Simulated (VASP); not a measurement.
Be3TeSe2, 6 atoms in the cell. The structure is tetragonal, space group I4mm (No. 107). Conventional cell: a = 5.159 Å, b = 5.159 Å, c = 8.956 Å, α = 90.00°, β = 90.00°, γ = 90.00°. Be (site symmetry 2mm) has 2 Se at 2.23 to 2.25 Å and 2 Te at 2.58 Å within 3.0 Å. Be (site symmetry 4mm) has 1 Te at 2.34 Å and 4 Se at 2.59 Å within 3.1 Å. Within 3.1 Å of Te (site symmetry 4mm) lie 5 Be at 2.34 to 2.58 Å. Within 3.0 Å of Se (site symmetry 2mm) lie 4 Be at 2.23 to 2.59 Å. 

| Item | Value |
| --- | --- |
| Program | VASP 6.6.1 |
| Task | single point |
| Functional | PBE |
| Potentials or basis | VASP PAW PBE potentials, release 64 (Be, Te, Se) |
| Cutoff | 600 eV |
| k mesh | 3 × 3 × 3 |
| Occupations | gaussian, width 0.15 eV |
| Spin | no spin polarisation |
| Dipole correction | no |
| Further INCAR settings | ALGO = Normal; EDIFF = 1e-06; NBANDS = 21 |

Potentials or basis: VASP PAW PBE potentials, release 64 (Be, Te, Se).

Run with:

```sh
$ cat potpaw_PBE.64/Be/POTCAR potpaw_PBE.64/Te/POTCAR potpaw_PBE.64/Se/POTCAR > POTCAR
$ mpirun -np 1 vasp_std > vasp.out
```

Hardware: 1 thread of Intel(R) Xeon(R) Platinum 8488C (Sapphire Rapids), on a shared host.

Problem. How long does it take, and how much memory?

Solution. Run time: 26 s on 1 thread of Intel(R) Xeon(R) Platinum 8488C (Sapphire Rapids) (shared host), peak memory 0.32 GiB. Counts: scf iterations 14, k points 6.
